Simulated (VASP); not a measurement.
# C (Fd-3m) in VASP: further runs

The runs below take C through single point, with PBE.

All numbers are computed with VASP 6.6.1; they aren't measurements. Logs are shortened: lines on timing, memory, paths and dates and some standing lists are left out, and cuts for length are marked.

## Step 1: The cell of the first run

The structure is cubic, space group Fd-3m (No. 227). The conventional cell has a = 3.572 Å, b = 3.572 Å, c = 3.572 Å, α = 90.00°, β = 90.00°, γ = 90.00°. C (site symmetry -43m) has 4 C at 1.55 Å within 2.1 Å.

## Step 2: Single point, PBE

File INCAR:

```
PREC = Accurate
ENCUT = 600
EDIFF = 1E-6
ISMEAR = 0
SIGMA = 0.01
LREAL = False
LASPH = True
NELM = 120
ALGO = Normal
ISIF = 2
LWAVE = False
LCHARG = False
GGA = PE
NBANDS = 11
GGA_COMPAT = False
```

File KPOINTS:

```
regular mesh
0
Gamma
  6 6 6
```

File POSCAR:

```
C
1.0
    0.0000000000      1.7857952420      1.7857952420
    1.7857952420      0.0000000000      1.7857952420
    1.7857952420      1.7857952420      0.0000000000
C
2
Direct
    0.0000000000      0.0000000000      0.0000000000
    0.2500000000      0.2500000000      0.2500000000
```

Potentials or basis: VASP PAW PBE potentials, release 64 (C).

Command:

```bash
cat potpaw_PBE.64/C/POTCAR > POTCAR
mpirun -np 1 vasp_std > vasp.out
```

OUTCAR:

```text
PREC = Accurate
   ENCUT = 600
   EDIFF = 1E-6
   ISMEAR = 0
   LREAL = False
   LASPH = True
   NELM = 120
   ISIF = 2
   GGA = PE

 ion  position               nearest neighbor table
   1  0.000  0.000  0.000-   2 1.55   2 1.55   2 1.55   2 1.55
   2  0.250  0.250  0.250-   1 1.55   1 1.55   1 1.55   1 1.55

  LATTYP: Found a face centered cubic cell.
 ALAT       =     3.5715904840

  Lattice vectors:

 A1 = (   0.0000000000,   1.7857952420,   1.7857952420)
 A2 = (   1.7857952420,   0.0000000000,   1.7857952420)
 A3 = (   1.7857952420,   1.7857952420,   0.0000000000)

Analysis of symmetry for initial positions (statically):
=====================================================================
 Subroutine PRICEL returns:
 Original cell was already a primitive cell.

 Routine SETGRP: Setting up the symmetry group for a
 face centered cubic supercell.

 Subroutine GETGRP returns: Found 48 space group operations
 (whereof 24 operations were pure point group operations)
 out of a pool of 48 trial point group operations.

The static configuration has the point symmetry T_d .
 The point group associated with its full space group is O_h .

Analysis of symmetry for dynamics (positions and initial velocities):
=====================================================================
 Subroutine PRICEL returns:
 Original cell was already a primitive cell.

 Routine SETGRP: Setting up the symmetry group for a
 face centered cubic supercell.

 Subroutine GETGRP returns: Found 48 space group operations
 (whereof 24 operations were pure point group operations)
 out of a pool of 48 trial point group operations.

The dynamic configuration has the point symmetry T_d .
 The point group associated with its full space group is O_h .

 Subroutine INISYM returns: Found 48 space group operations
 (whereof 24 operations are pure point group operations),
 and found     1 'primitive' translations

----------------------------------------------------------------------------------------

                                     Primitive cell

  volume of cell :      11.3900

  direct lattice vectors                    reciprocal lattice vectors
     0.000000000  1.785795242  1.785795242    -0.279987307  0.279987307  0.279987307
     1.785795242  0.000000000  1.785795242     0.279987307 -0.279987307  0.279987307
     1.785795242  1.785795242  0.000000000     0.279987307  0.279987307 -0.279987307

  length of vectors
     2.525495851  2.525495851  2.525495851     0.484952241  0.484952241  0.484952241

  position of ions in fractional coordinates (direct lattice)
     0.000000000  0.000000000  0.000000000
     0.250000000  0.250000000  0.250000000

  ion indices of the primitive-cell ions
   primitive index   ion index
                 1           1
                 2           2

----------------------------------------------------------------------------------------

 KPOINTS: regular mesh

Automatic generation of k-mesh.
 Grid dimensions read from file:
 generate k-points for:    6    6    6

 Generating k-lattice:

  Cartesian coordinates                     Fractional coordinates (reciprocal lattice)
    -0.046664551  0.046664551  0.046664551     0.166666667  0.000000000  0.000000000
     0.046664551 -0.046664551  0.046664551     0.000000000  0.166666667  0.000000000
     0.046664551  0.046664551 -0.046664551     0.000000000  0.000000000  0.166666667

  Length of vectors
     0.080825373  0.080825373  0.080825373

  Shift w.r.t. Gamma in fractional coordinates (k-lattice)
     0.000000000  0.000000000  0.000000000

 Subroutine IBZKPT returns following result:
 ===========================================

 Found     16 irreducible k-points:

 Following reciprocal coordinates:
            Coordinates               Weight
  0.000000  0.000000  0.000000      1.000000
  0.166667  0.000000  0.000000      8.000000
  0.333333  0.000000  0.000000      8.000000
  0.500000  0.000000  0.000000      4.000000
  0.166667  0.166667  0.000000      6.000000
  0.333333  0.166667  0.000000     24.000000
[... 8 lines left out ...]
 -0.333333  0.333333  0.166667     24.000000
 -0.333333  0.500000  0.166667     12.000000
   k-points           NKPTS =     16   k-points in BZ     NKDIM =     16   number of bands    NBANDS=     11
   number of dos      NEDOS =    301   number of ions     NIONS =      2
   total plane-waves  NPLWV =   8000
   dimension x,y,z NGX =    20 NGY =   20 NGZ =   20
   dimension x,y,z NGXF=    40 NGYF=   40 NGZF=   40
   ions per type =               2
   NGX,Y,Z   is equivalent  to a cutoff of  13.17, 13.17, 13.17 a.u.
   NGXF,Y,Z  is equivalent  to a cutoff of  26.33, 26.33, 26.33 a.u.
 SYSTEM =  unknown system
   PREC   = accura    normal or accurate (medium, high low for compatibility)
   ISTART =      0    job   : 0-new  1-cont  2-samecut
   ICHARG =      2    charge: 1-file 2-atom 10-const
   ISPIN  =      1    spin polarized calculation?
   LNONCOLLINEAR =      F non collinear calculations
   LSORBIT =      F    spin-orbit coupling
   LASPH  =      T    aspherical Exc in radial PAW
   ENCUT  =  600.0 eV  44.10 Ry    6.64 a.u.   5.04  5.04  5.04*2*pi/ulx,y,z
   NELM   =    120;   NELMIN=  2; NELMDL= -5     # of ELM steps
   EDIFF  = 0.1E-05   stopping-criterion for ELM
   LREAL  =      F    real-space projection
   EDIFFG = 0.1E-04   stopping-criterion for IOM
   NSW    =      0    number of steps for IOM
   IBRION =     -1    ionic relax: 0-MD 1-quasi-New 2-CG
   NFREE  =      0    steps in history (QN), initial steepest desc. (CG)
   ISIF   =      2    stress and relaxation
   ISYM   =      2    0-nonsym 1-usesym 2-fastsym
   POTIM  = 0.5000    time-step for ionic-motion
   TEBEG  =    0.0;   TEEND  =   0.0 temperature during run
   PSTRESS=    0.0 pullay stress
   NELECT =       8.0000    total number of electrons
   NUPDOWN=      -1.0000    fix difference up-down
   EMIN   =  10.00;   EMAX   =-10.00  energy-range for DOS
   EFERMI =   0.00;   METHOD = LEGACY
   ISMEAR =     0;   SIGMA  =   0.01  broadening in eV -4-tet -1-fermi 0-gaus
   EFERMI_NEDOS =   21; number of points for ismear=-14 and -15
   IALGO  =     38    algorithm
   IMIX   =      4    mixing-type and parameters
     AMIX     =   0.40;   BMIX     =  1.00
     AMIX_MAG =   1.60;   BMIX_MAG =  1.00
  volume/ion in A,a.u.               =       5.70        38.43
  Fermi-wavevector in a.u.,A,eV,Ry     =   1.455224  2.749975 28.812741  2.117677
  Thomas-Fermi vector in A             =   2.572283
   LORBIT       =      0    0 simple, 1 ext, 2 COOP (PROOUT), +10 PAW based schemes
   GGA     = PE    functional components
   LHFCALC =     F    Hartree Fock is set to
   AEXX    =    0.0000 exact exchange contribution
   IVDW    =     0    specifies the selected vdW correction
   LEPSILON=     F    determine dielectric tensor
   LRPA    =     F    only Hartree local field effects (RPA)
 non-spin polarized calculation
 Gauss-broadening in eV      SIGMA  =   0.01
  energy-cutoff  :      600.00
  volume of cell :       11.39
 maximum number of plane-waves:       392
   NGX =  9   NGY =  9   NGZ =  9

 number of electron       7.9999999 magnetization

 Free energy of the ion-electron system (eV)
  ---------------------------------------------------
  ext. energy  EPLUGINS =         0.00000000
  ---------------------------------------------------
  free energy    TOTEN  =       -18.18101994 eV

  energy without entropy =      -18.18101994  energy(sigma->0) =      -18.18101994

 E-fermi :   9.8392     XC(G=0): -13.2288

 val. band max:        9.6731336912   @ k =   0.0000   0.0000   0.0000
 cond. band min:      13.8160090723   @ k =   0.3333   0.3333   0.0000
 fundamental gap:      4.1428753811
 Fermi energy:         9.8392266966

 k-point     1 :       0.0000    0.0000    0.0000
  band No.  band energies     occupation
      1     -11.7500      2.00000
      2       9.6731      2.00000
      3       9.6731      2.00000
      4       9.6731      2.00000
      5      15.2512      0.00000
      6      15.2512      0.00000
      7      15.2513      0.00000
      8      22.9112      0.00000
      9      28.9149      0.00000
     10      36.1620      0.00000
     11      36.1620      0.00000

 k-point     2 :       0.1667    0.0000    0.0000
  band No.  band energies     occupation
      1     -10.9854      2.00000
      2       5.9278      2.00000
      3       8.6541      2.00000
      4       8.6541      2.00000
      5      16.5874      0.00000
      6      16.5874      0.00000
      7      17.0400      0.00000
      8      23.5622      0.00000
      9      29.9031      0.00000
     10      32.4526      0.00000
     11      32.4526      0.00000

 k-point     3 :       0.3333    0.0000    0.0000
  band No.  band energies     occupation
      1      -8.7433      2.00000
      2       0.3298      2.00000
      3       7.3625      2.00000
      4       7.3625      2.00000
      5      17.9296      0.00000
      6      17.9296      0.00000
      7      18.1946      0.00000
      8      24.8702      0.00000
      9      30.5634      0.00000
     10      32.8597      0.00000
     11      32.8597      0.00000

 k-point     4 :       0.5000    0.0000    0.0000
  band No.  band energies     occupation
      1      -5.9985      2.00000
      2      -3.6565      2.00000
      3       6.8830      2.00000
      4       6.8830      2.00000
      5      18.1137      0.00000
      6      18.1137      0.00000
      7      18.4649      0.00000
      8      25.3309      0.00000
      9      31.5014      0.00000
     10      33.7691      0.00000
     11      35.5495      0.00000

 k-point     5 :       0.1667    0.1667    0.0000
  band No.  band energies     occupation
      1     -10.7311      2.00000
      2       7.1118      2.00000
      3       7.1118      2.00000
      4       7.4342      2.00000
      5      14.5906      0.00000
      6      18.6702      0.00000
      7      18.6702      0.00000
      8      22.3121      0.00000
      9      29.4726      0.00000
     10      30.4777      0.00000
     11      37.4579      0.00000
[... 99 lines left out ...]
 k-point    13 :       0.5000    0.5000    0.0000
  band No.  band energies     occupation
      1      -3.0634      2.00000
      2      -3.0634      2.00000
      3       3.3988      2.00000
      4       3.3988      2.00000
      5      14.4222      0.00000
      6      14.4222      0.00000
      7      26.4153      0.00000
      8      26.4153      0.00000
      9      32.8232      0.00000
     10      32.8232      0.00000
     11      41.9656      0.00000

 k-point    14 :       0.5000    0.3333    0.1667
  band No.  band energies     occupation
      1      -6.8087      2.00000
      2       0.9997      2.00000
      3       2.3881      2.00000
      4       4.8866      2.00000
      5      17.3518      0.00000
      6      19.6547      0.00000
      7      21.0443      0.00000
      8      23.7844      0.00000
      9      30.2969      0.00000
     10      31.6324      0.00000
     11      36.7251      0.00000

 k-point    15 :      -0.3333    0.3333    0.1667
  band No.  band energies     occupation
      1      -4.2244      2.00000
      2      -2.0084      2.00000
      3       1.8751      2.00000
      4       3.7708      2.00000
      5      18.4507      0.00000
      6      19.6745      0.00000
      7      23.3646      0.00000
      8      23.6178      0.00000
      9      27.7836      0.00000
     10      32.9817      0.00000
     11      36.9178      0.00000

 k-point    16 :      -0.3333    0.5000    0.1667
  band No.  band energies     occupation
      1      -2.5235      2.00000
      2      -2.5235      2.00000
      3       1.8941      2.00000
      4       1.8941      2.00000
      5      17.8741      0.00000
      6      17.8741      0.00000
      7      24.1275      0.00000
      8      24.1275      0.00000
      9      31.2938      0.00000
     10      31.2938      0.00000
     11      40.2779      0.00000

------------------------ aborting loop because EDIFF is reached ----------------------------------------

  FORCE on cell =-STRESS in cart. coord.  units (eV):
  Direction    XX          YY          ZZ          XY          YZ          ZX
  --------------------------------------------------------------------------------------
  -------------------------------------------------------------------------------------
  Total        0.0047233      0.0047233      0.0047233      0.0000000      0.0000000      0.0000000
  in kB        0.6644080      0.6644080      0.6644080      0.0000000      0.0000000      0.0000000
  external PRESSURE =       0.6644080 kB  Pullay stress =       0.0000000 kB

 VOLUME and BASIS-vectors are now :
 -----------------------------------------------------------------------------
  energy-cutoff  :      600.00
  volume of cell :       11.39
      direct lattice vectors                 reciprocal lattice vectors
     0.000000000  1.785795242  1.785795242    -0.279987307  0.279987307  0.279987307
     1.785795242  0.000000000  1.785795242     0.279987307 -0.279987307  0.279987307
     1.785795242  1.785795242  0.000000000     0.279987307  0.279987307 -0.279987307

 POSITION                                       TOTAL-FORCE (eV/Angst)
 -----------------------------------------------------------------------------------
      0.00000      0.00000      0.00000         0.000000      0.000000      0.000000
      0.89290      0.89290      0.89290         0.000000     -0.000000     -0.000000
 -----------------------------------------------------------------------------------
    total drift:                                0.000000      0.000000      0.000000

  FREE ENERGIE OF THE ION-ELECTRON SYSTEM (eV)
  ---------------------------------------------------
  free  energy   TOTEN  =       -18.1810199387 eV

  energy  without entropy=      -18.1810199387  energy(sigma->0) =      -18.18101994
```

Wall time 4.8 s (1 thread of Intel Xeon 8259CL, shared host); peak memory 0.11 GiB.

What came out:

```yaml
Free_energy: -18.1810 eV
Pressure: 0.1 GPa
Band_gap_on_the_k_mesh: 4.14 eV, indirect (least direct gap 5.58 eV)
```

Caveat: the k points lie up to 0.51 Å⁻¹ apart. PBE gaps usually lie below the measured ones, often by a third to a half.

## Step 3: Single point, PBE

File INCAR:

```
SYSTEM = C
PREC     = Accurate       ! precision mode
ENCUT    = 600            ! plane-wave cutoff, eV
EDIFF    = 1E-6           ! SCF threshold, eV
ISMEAR   = 0              ! smearing method
SIGMA    = 0.01           ! smearing width, eV
LREAL    = .False.        ! projectors in reciprocal space
LASPH    = .True.         ! aspherical terms in the spheres
NELM     = 120            ! most SCF steps
ALGO     = Normal         ! electronic algorithm
ISIF     = 2              ! what is computed and relaxed
LWAVE    = .False.        ! write WAVECAR
LCHARG   = .False.        ! write CHGCAR
GGA      = PE             ! functional
NBANDS   = 11             ! bands
GGA_COMPAT= .False.
```

File KPOINTS:

```
Automatic mesh
0
Gamma
  8 8 8
  0 0 0
```

POSCAR is that of step 2.

Potentials or basis: VASP PAW PBE potentials, release 64 (C).

Command:

```bash
cat potpaw_PBE.64/C/POTCAR > POTCAR
mpirun -np 1 vasp_std > vasp.out
```

Wall time 5.3 s (1 thread of Intel Xeon 8259CL, shared host); peak memory 0.12 GiB.

Results (log left out):

| Property | Result |
| --- | --- |
| Free energy | -18.1898 eV |
| Pressure | 0.0 GPa |
| Band gap on the k mesh | 4.12 eV, indirect (least direct gap 5.58 eV) |

Levels at points of the mesh, in eV from the valence-band top:
```
           k point  band 2  band 3  band 4  band 5  band 6  band 7
(0.00, 0.00, 0.00)    0.00    0.00    0.00    5.58    5.58    5.58
(0.50, 0.00, 0.00)  -13.33   -2.79   -2.79    8.44    8.44    8.79
(0.50, 0.50, 0.00)  -12.74   -6.27   -6.27    4.75    4.75   16.74
```

[end of part 1 of 2]
